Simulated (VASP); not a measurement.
# C (Cmme) in VASP: a series of runs, part 2 of 2

VASP 6.6.1. The steps go on from the part before.

### Step 4. Single point, PBEsol (normal strain along x -0.0467, normal strain along y +0.0000)

The input, INCAR:

```
SYSTEM = C
ALGO = Normal
EDIFF = 1E-7
ENCUT = 520
GGA = PS
ISIF = 2
ISMEAR = 0
LASPH = .True.
LCHARG = .False.
LREAL = .False.
LWAVE = .False.
NBANDS = 16
NELM = 100
PREC = Accurate
SIGMA = 0.15
```

The input, KPOINTS:

```
k-points
0
Gamma
  18 18 6
  0 0 0
```

The input, POSCAR:

```
C
1.0
    1.1720581540     -2.1290849524      0.0000000000
    1.1720581540      2.1290849524      0.0000000000
    0.0000000000      0.0000000000      7.3778182888
C
4
Direct
    0.0833216498      0.9166783502      0.7498439858
    0.5833216498      0.4166783502      0.2501560142
    0.9166783502      0.0833216498      0.2501560142
    0.4166783502      0.5833216498      0.7498439858
```

Potentials or basis: VASP PAW PBE potentials, release 64 (C).

Launch:

```
$ cat potpaw_PBE.64/C/POTCAR > POTCAR
$ mpirun -np 1 vasp_std > vasp.out
```

OUTCAR:

```text
SYSTEM = C
   EDIFF = 1E-7
   ENCUT = 520
   GGA = PS
   ISIF = 2
   ISMEAR = 0
   LASPH = .True.
   LREAL = .False.
   NELM = 100
   PREC = Accurate

 ion  position               nearest neighbor table
   1  0.083  0.917  0.750-   4 1.37   4 1.37   4 1.42
   2  0.583  0.417  0.250-   3 1.37   3 1.37   3 1.42
   3  0.917  0.083  0.250-   2 1.37   2 1.37   2 1.42
   4  0.417  0.583  0.750-   1 1.37   1 1.37   1 1.42

  LATTYP: Found a base centered orthorhombic cell.
 ALAT       =     2.3441163080
 B/A-ratio  =     1.8165352505
 C/A-ratio  =     3.1473772285

  Lattice vectors:

 A1 = (   1.1720581540,  -2.1290849524,   0.0000000000)
 A2 = (   1.1720581540,   2.1290849524,   0.0000000000)
 A3 = (   0.0000000000,   0.0000000000,   7.3778182888)

Analysis of symmetry for initial positions (statically):
=====================================================================
 Subroutine PRICEL returns:
 Original cell was already a primitive cell.

 Routine SETGRP: Setting up the symmetry group for a
 base centered orthorhombic supercell.

[... 168 lines left out ...]
  free energy    TOTEN  =       -38.27790693 eV

  energy without entropy =      -38.27748902  energy(sigma->0) =      -38.27769797

 E-fermi :   4.3966     XC(G=0): -10.0166

 val. band max:        4.3363027931   @ k =   0.3333   0.3333   0.0000
 cond. band min:       4.5099126666   @ k =   0.3333   0.3333   0.0000
 fundamental gap:      0.1736098735
 Fermi energy:         4.3966352722

 k-point     1 :       0.0000    0.0000    0.0000
  band No.  band energies     occupation
      1     -15.9221      2.00000
      2     -15.7862      2.00000
      3      -4.4875      2.00000
      4      -3.3224      2.00000
      5       1.1692      2.00000
      6       1.1775      2.00000
[... 433 lines left out ...]
      3      -3.2623      2.00000
      4      -2.1470      2.00000
      5      -1.5695      2.00000
      6      -1.5509      2.00000
[... 8 lines left out ...]
     15      16.8092      0.00000
     16      16.8359      0.00000

 [... further k-points ...]
[... 5 lines left out ...]
  --------------------------------------------------------------------------------------
  -------------------------------------------------------------------------------------
  Total       12.5476343      2.3190781     -0.0051223      0.0000000      0.0000000      0.0000000
  in kB      545.9744684    100.9080605     -0.2228836      0.0000000      0.0000000      0.0000000
  external PRESSURE =     215.5532151 kB  Pullay stress =       0.0000000 kB

 VOLUME and BASIS-vectors are now :
 -----------------------------------------------------------------------------
  energy-cutoff  :      520.00
  volume of cell :       36.82
      direct lattice vectors                 reciprocal lattice vectors
     1.172058154 -2.129084952  0.000000000     0.426599993 -0.234842672  0.000000000
     1.172058154  2.129084952  0.000000000     0.426599993  0.234842672  0.000000000
     0.000000000  0.000000000  7.377818289     0.000000000  0.000000000  0.135541424

 POSITION                                       TOTAL-FORCE (eV/Angst)
 -----------------------------------------------------------------------------------
      1.17206      1.77429      5.53221         0.000000     -0.826574      0.000151
      1.17206     -0.35480      1.84561         0.000000     -0.826574     -0.000151
      1.17206     -1.77429      1.84561         0.000000      0.826574     -0.000151
      1.17206      0.35480      5.53221         0.000000      0.826574      0.000151
 -----------------------------------------------------------------------------------
    total drift:                                0.000000     -0.000000     -0.000000

  FREE ENERGIE OF THE ION-ELECTRON SYSTEM (eV)
  ---------------------------------------------------
  free  energy   TOTEN  =       -38.2779069302 eV

  energy  without entropy=      -38.2774890195  energy(sigma->0) =      -38.27769797
```

OSZICAR:

```text
N       E                     dE             d eps       ncg     rms          rms(c)
DAV:   1     0.375816084301E+02    0.37582E+02   -0.79378E+03 11696   0.920E+02
DAV:   2    -0.383970575317E+02   -0.75979E+02   -0.69449E+02 16240   0.195E+02
DAV:   3    -0.413347706894E+02   -0.29377E+01   -0.29218E+01 15400   0.362E+01
DAV:   4    -0.413596946998E+02   -0.24924E-01   -0.24918E-01 14560   0.402E+00
DAV:   5    -0.413600783153E+02   -0.38362E-03   -0.38359E-03 15024   0.472E-01    0.999E+00
DAV:   6    -0.390192173172E+02    0.23409E+01   -0.16190E+00 13904   0.801E+00    0.579E+00
DAV:   7    -0.382685844319E+02    0.75063E+00   -0.19632E+00 14504   0.893E+00    0.159E+00
DAV:   8    -0.382796171286E+02   -0.11033E-01   -0.91650E-02 13624   0.182E+00    0.347E-01
DAV:   9    -0.382776346297E+02    0.19825E-02   -0.26574E-03 15056   0.357E-01    0.136E-01
DAV:  10    -0.382778940332E+02   -0.25940E-03   -0.11481E-03 12816   0.204E-01    0.929E-02
DAV:  11    -0.382779043423E+02   -0.10309E-04   -0.34783E-05 14480   0.399E-02    0.220E-02
DAV:  12    -0.382779064567E+02   -0.21144E-05   -0.22453E-06 13456   0.110E-02    0.465E-03
DAV:  13    -0.382779070066E+02   -0.54989E-06   -0.81223E-07 13592   0.659E-03    0.105E-03
DAV:  14    -0.382779069302E+02    0.76373E-07   -0.48631E-08 12888   0.143E-03
   1 F= -.38277907E+02 E0= -.38277698E+02  d E =-.417911E-03
```

Wall time 2 min (1 thread of Intel Xeon 6975P-C, shared host); peak memory 0.26 GiB.

What came out:

```
Free energy            : -38.2779 eV
Pressure               : 21.6 GPa
Largest force          : 0.827 eV/Å
Band gap on the k mesh : 0.17 eV
```

Forces in eV/Å, atoms in the order of the input:
```
C    0.000 -0.827  0.000
C    0.000 -0.827  0.000
C    0.000  0.827  0.000
C    0.000  0.827  0.000
```

Levels at points of the mesh, in eV from the valence-band top:
```csv
k point,band 6,band 7,band 8,band 9,band 10,band 11
"(0.00, 0.00, 0.00)",-3.16,-2.86,-2.85,3.10,8.01,8.03
"(0.50, 0.00, 0.00)",-6.92,-2.39,-2.39,1.68,1.68,7.52
"(0.50, 0.50, 0.00)",-6.08,-3.40,-2.62,1.08,2.23,9.23
"(0.00, 0.00, 0.50)",-3.16,-2.85,-2.85,5.08,5.08,8.03
"(0.50, 0.00, 0.50)",-6.92,-2.36,-2.36,1.59,1.59,7.52
"(0.50, 0.50, 0.50)",-6.09,-3.03,-3.03,1.60,1.61,9.32
```

Caveat: the cell differs from its parent crystal (normal strain along x -0.0467, normal strain along y +0.0000); the PAW data sets were made with another functional, which shifts forces and pressure a little; this functional lacks dispersion, which binds the layers, so the pressure and a relaxed spacing across them are unreliable.

### Step 5. Single point, PBEsol (normal strain along x +0.0000, normal strain along y -0.0467)

The input, INCAR:

```
PREC = Accurate ; ENCUT = 520
EDIFF = 1E-6 ; ISMEAR = 0
SIGMA = 0.15 ; LREAL = F
LASPH = T ; NELM = 100
ALGO = Normal ; ISIF = 2
LWAVE = F ; LCHARG = T
GGA = PS ; LELF = T
LVHAR = T ; NBANDS = 16
```

The input, KPOINTS:

```
Automatic mesh
0
Gamma
  18 18 6
```

POSCAR: that of step 4 with these lines changed.

```diff
@@ -2,4 +2,4 @@
 1.0
-    1.1720581540     -2.1290849524      0.0000000000
-    1.1720581540      2.1290849524      0.0000000000
+    1.2294746187     -2.0296566851      0.0000000000
+    1.2294746187      2.0296566851      0.0000000000
     0.0000000000      0.0000000000      7.3778182888
```

Potentials or basis: VASP PAW PBE potentials, release 64 (C).

Launch:

```
$ cat potpaw_PBE.64/C/POTCAR > POTCAR
$ mpirun -np 1 vasp_std > vasp.out
```

OUTCAR:

```text
PREC = Accurate
   ENCUT = 520
   EDIFF = 1E-6
   ISMEAR = 0
   LREAL = F
   LASPH = T
   NELM = 100
   ISIF = 2
   GGA = PS

 ion  position               nearest neighbor table
   1  0.083  0.917  0.750-   4 1.35   4 1.40   4 1.40
   2  0.583  0.417  0.250-   3 1.35   3 1.40   3 1.40
   3  0.917  0.083  0.250-   2 1.35   2 1.40   2 1.40
   4  0.417  0.583  0.750-   1 1.35   1 1.40   1 1.40

  LATTYP: Found a base centered orthorhombic cell.
 ALAT       =     2.4589492374
 B/A-ratio  =     1.6508325217
[... 649 lines left out ...]
     15      15.8252      0.00000
     16      15.9111      0.00000

 [... further k-points ...]
[... 5 lines left out ...]
  --------------------------------------------------------------------------------------
  -------------------------------------------------------------------------------------
  Total        2.2587477     12.6439076     -0.0225460      0.0000000      0.0000000      0.0000000
  in kB       98.2829545    550.1635261     -0.9810239      0.0000000      0.0000000      0.0000000
  external PRESSURE =     215.8218189 kB  Pullay stress =       0.0000000 kB

 VOLUME and BASIS-vectors are now :
 -----------------------------------------------------------------------------
  energy-cutoff  :      520.00
  volume of cell :       36.82
      direct lattice vectors                 reciprocal lattice vectors
     1.229474619 -2.029656685  0.000000000     0.406677773 -0.246347081  0.000000000
     1.229474619  2.029656685  0.000000000     0.406677773  0.246347081  0.000000000
     0.000000000  0.000000000  7.377818289     0.000000000  0.000000000  0.135541424

 POSITION                                       TOTAL-FORCE (eV/Angst)
 -----------------------------------------------------------------------------------
      1.22947      1.69143      5.53221         0.000000      0.989606      0.000128
      1.22947     -0.33823      1.84561         0.000000      0.989606     -0.000128
      1.22947     -1.69143      1.84561         0.000000     -0.989606     -0.000128
      1.22947      0.33823      5.53221         0.000000     -0.989606      0.000128
 -----------------------------------------------------------------------------------
    total drift:                                0.000000     -0.000000     -0.000000

  FREE ENERGIE OF THE ION-ELECTRON SYSTEM (eV)
  ---------------------------------------------------
  free  energy   TOTEN  =       -38.2766339002 eV

  energy  without entropy=      -38.2762553388  energy(sigma->0) =      -38.27644462
```

stdout:

```text
POSCAR found type information on POSCAR C
 POSCAR found :  1 types and       4 ions
 scaLAPACK will be used
 -----------------------------------------------------------------------------
|                                                                             |
|                                                                             |
|     You enforced a specific xc type in the INCAR file but a different       |
|     I HOPE YOU KNOW WHAT YOU ARE DOING!                                     |
|                                                                             |
 -----------------------------------------------------------------------------

 LDA part: xc-table for (Slater+PW92), standard interpolation
 POSCAR, INCAR and KPOINTS ok, starting setup
 FFT: planning ... GRIDC
 FFT: planning ... GRID_SOFT
 FFT: planning ... GRID
 WAVECAR not read
 entering main loop
```

Run time: 2.3 min. Hardware: 1 thread of Intel Xeon 6975P-C, shared host; peak memory 0.26 GiB.

Results:

```
Free energy            : -38.2766 eV
Pressure               : 21.6 GPa
Largest force          : 0.990 eV/Å
Band gap on the k mesh : 0.18 eV
```

Forces on the atoms (eV/Å):
```
C    0.000  0.990  0.000
C    0.000  0.990  0.000
C    0.000 -0.990  0.000
C    0.000 -0.990  0.000
```

Caveat: the cell differs from its parent crystal (normal strain along x +0.0000, normal strain along y -0.0467); the PAW data sets were made with another functional, which shifts forces and pressure a little; this functional lacks dispersion, which binds the layers, so the pressure and a relaxed spacing across them are unreliable. A k mesh can miss the band edges.

### Step 6. Single point, PBEsol (normal strain along x +0.0467, normal strain along y -0.0700)

The input, INCAR:

```
PREC = Accurate
ENCUT = 520
EDIFF = 1E-6
ISMEAR = 0
SIGMA = 0.15
LREAL = False
LASPH = True
NELM = 80
ALGO = Normal
ISIF = 2
LWAVE = False
LCHARG = False
GGA = PS
NBANDS = 16
```

The input, KPOINTS:

```
regular mesh
0
Gamma
  18 18 6
```

POSCAR: that of step 5 with these lines changed.

```diff
@@ -2,4 +2,4 @@
 1.0
-    1.2294746187     -2.0296566851      0.0000000000
-    1.2294746187      2.0296566851      0.0000000000
+    1.2868910834     -1.9800490057      0.0000000000
+    1.2868910834      1.9800490057      0.0000000000
     0.0000000000      0.0000000000      7.3778182888
```

Potentials or basis: VASP PAW PBE potentials, release 64 (C).

Launch:

```
$ cat potpaw_PBE.64/C/POTCAR > POTCAR
$ mpirun -np 1 vasp_std > vasp.out
```

OUTCAR:

```text
PREC = Accurate
   ENCUT = 520
   EDIFF = 1E-6
   ISMEAR = 0
   LREAL = False
   LASPH = True
   NELM = 80
   ISIF = 2
   GGA = PS

 ion  position               nearest neighbor table
   1  0.083  0.917  0.750-   4 1.32   4 1.45   4 1.45
   2  0.583  0.417  0.250-   3 1.32   3 1.45   3 1.45
   3  0.917  0.083  0.250-   2 1.32   2 1.45   2 1.45
   4  0.417  0.583  0.750-   1 1.32   1 1.45   1 1.45

  LATTYP: Found a base centered orthorhombic cell.
 ALAT       =     2.5737821668
 B/A-ratio  =     1.5386298275
 C/A-ratio  =     2.8665278608

  Lattice vectors:

 A1 = (   1.2868910834,  -1.9800490057,   0.0000000000)
 A2 = (   1.2868910834,   1.9800490057,   0.0000000000)
 A3 = (   0.0000000000,   0.0000000000,   7.3778182888)

Analysis of symmetry for initial positions (statically):
=====================================================================
 Subroutine PRICEL returns:
 Original cell was already a primitive cell.

 Routine SETGRP: Setting up the symmetry group for a
 base centered orthorhombic supercell.

[... 175 lines left out ...]
 val. band max:        4.1808729270   @ k =   0.3889   0.3889   0.0000
 cond. band min:       4.6089983600   @ k =   0.3889   0.3889   0.0000
 fundamental gap:      0.4281254330
 Fermi energy:         4.3594841762

 k-point     1 :       0.0000    0.0000    0.0000
  band No.  band energies     occupation
      1     -15.8688      2.00000
      2     -15.7313      2.00000
      3      -4.4665      2.00000
      4      -3.2868      2.00000
      5       1.0815      2.00000
      6       1.0960      2.00000
[... 433 lines left out ...]
      3      -3.2760      2.00000
      4      -2.4066      2.00000
      5      -2.3754      2.00000
      6      -2.1514      2.00000
[... 8 lines left out ...]
     15      14.1126      0.00000
     16      14.2270      0.00000

 [... further k-points ...]

------------------------ aborting loop because EDIFF is reached ----------------------------------------

  FORCE on cell =-STRESS in cart. coord.  units (eV):
  Direction    XX          YY          ZZ          XY          YZ          ZX
  --------------------------------------------------------------------------------------
  -------------------------------------------------------------------------------------
  Total       -7.2198046     17.9928470     -0.0372394      0.0000000     -0.0000000      0.0000000
  in kB     -307.6524276    766.7164623     -1.5868560      0.0000000     -0.0000000      0.0000000
  external PRESSURE =     152.4923929 kB  Pullay stress =       0.0000000 kB

 VOLUME and BASIS-vectors are now :
 -----------------------------------------------------------------------------
  energy-cutoff  :      520.00
  volume of cell :       37.60
      direct lattice vectors                 reciprocal lattice vectors
     1.286891083 -1.980049006  0.000000000     0.388533269 -0.252519003  0.000000000
     1.286891083  1.980049006  0.000000000     0.388533269  0.252519003  0.000000000
     0.000000000  0.000000000  7.377818289     0.000000000  0.000000000  0.135541424

 POSITION                                       TOTAL-FORCE (eV/Angst)
 -----------------------------------------------------------------------------------
      1.28689      1.65009      5.53221         0.000000      2.462786      0.000104
      1.28689     -0.32996      1.84561         0.000000      2.462786     -0.000104
      1.28689     -1.65009      1.84561         0.000000     -2.462786     -0.000104
      1.28689      0.32996      5.53221         0.000000     -2.462786      0.000104
 -----------------------------------------------------------------------------------
    total drift:                                0.000000     -0.000000     -0.000000

  FREE ENERGIE OF THE ION-ELECTRON SYSTEM (eV)
  ---------------------------------------------------
  free  energy   TOTEN  =       -37.7803620865 eV

  energy  without entropy=      -37.7802793348  energy(sigma->0) =      -37.78032071
```

It took 1.9 min on 1 thread of Intel Xeon 6975P-C, shared host; peak memory 0.26 GiB.

Results:

- Free energy: -37.7804 eV
- Pressure: 15.2 GPa
- Largest force: 2.463 eV/Å
- Band gap on the k mesh: 0.43 eV

Forces on the atoms (eV/Å):
```
C    0.000  2.463  0.000
C    0.000  2.463  0.000
C    0.000 -2.463  0.000
C    0.000 -2.463  0.000
```

Stress tensor (GPa, compression positive):
```
-30.77   0.00   0.00
  0.00  76.67   0.00
  0.00   0.00  -0.16
```

Levels at points of the mesh, in eV from the valence-band top:
```
           k point  band 5  band 6  band 7  band 8  band 9  band 10  band 11  band 12
(0.00, 0.00, 0.00)   -3.10   -3.08   -2.99   -2.98    3.21     7.20     7.24     8.09
(0.50, 0.00, 0.00)   -5.79   -5.79   -3.09   -3.09    1.73     1.73     9.28     9.28
(0.50, 0.50, 0.00)   -7.85   -7.83   -1.77   -0.96    1.04     1.73     4.85     5.04
(0.00, 0.00, 0.50)   -3.09   -3.09   -2.98   -2.98    5.17     5.18     7.22     7.22
(0.50, 0.00, 0.50)   -5.79   -5.79   -3.06   -3.06    1.62     1.62     9.29     9.29
(0.50, 0.50, 0.50)   -7.84   -7.84   -1.39   -1.39    1.37     1.37     4.94     4.94
```

Caveat: the cell differs from its parent crystal (normal strain along x +0.0467, normal strain along y -0.0700); the PAW data sets were made with another functional, which shifts forces and pressure a little; this functional lacks dispersion, which binds the layers, so the pressure and a relaxed spacing across them are unreliable. A k mesh can miss the band edges.

### Step 7. Overview

| cell | gap on the mesh (eV) | pressure (GPa) | largest force (eV/Å) |
| --- | --- | --- | --- |
| a = 2.616, b = 2.616, c = 7.378 Å, angles 90.0, 90.0, 121.1°, 4 atoms | 0.02 | -33.2 | 0.01 |
| a = 2.346, b = 2.346, c = 7.378 Å, angles 90.0, 90.0, 115.1°, 4 atoms | 0.52 | 24.2 | 2.23 |
| a = 2.430, b = 2.430, c = 7.378 Å, angles 90.0, 90.0, 122.3°, 4 atoms | 0.17 | 21.6 | 0.83 |
| a = 2.373, b = 2.373, c = 7.378 Å, angles 90.0, 90.0, 117.6°, 4 atoms | 0.18 | 21.6 | 0.99 |
| a = 2.362, b = 2.362, c = 7.378 Å, angles 90.0, 90.0, 114.0°, 4 atoms | 0.43 | 15.2 | 2.46 |

Alike in all rows: task single point; level PBEsol; potentials or basis VASP PAW PBE potentials, release 64 (C); no spin polarisation; k mesh 18 × 18 × 6; cutoff (eV) 520; smearing gaussian 0.15 eV.

Caveats: the PAW data sets were made with another functional, which shifts forces and pressure a little; this functional lacks dispersion, which binds the layers, so the pressure and a relaxed spacing across them are unreliable.

Absolute energies hang on the potentials; compare differences alone.
